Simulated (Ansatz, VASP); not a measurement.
## One calculation of Si3Mo, two programs

```
Si Mo
1.0
     3.19007    0.00000    0.00000
     0.00000    3.19007    0.00000
     0.00000    0.00000   24.15195
Si Mo
6 2
Direct
  0.50000 0.50000 0.31053
  0.00000 0.00000 0.36563
  0.00000 0.00000 0.47245
  0.50000 0.50000 0.52755
  0.50000 0.50000 0.63437
  0.00000 0.00000 0.68947
  0.50000 0.50000 0.41904
  0.00000 0.00000 0.58096
```

Alike in both runs: task single point; functional PBEsol; k mesh 11 × 11 × 1; occupations gaussian, width 0.1 eV; no spin polarisation.

|  | VASP | Ansatz |
| --- | --- | --- |
| version | VASP 6.6.1 | Ansatz 0.2.0 |
| potentials or method | VASP PAW PBE potentials, release 64 (Si, Mo_sv), cutoff 520 eV | scalar-relativistic, plane waves, PAW |
| valence electrons in the cell | 52 | 52 |

```tsv
	VASP	Ansatz	Ansatz less VASP
gap on the k mesh at the Fermi level (eV)	none	none	-
rms of the force components (eV/Å)	0.107	0.103	-0.0045
```

VASP's potentials were made for PBE, not for PBEsol. A gap of «none» marks a metal or a gap that the smearing closes.
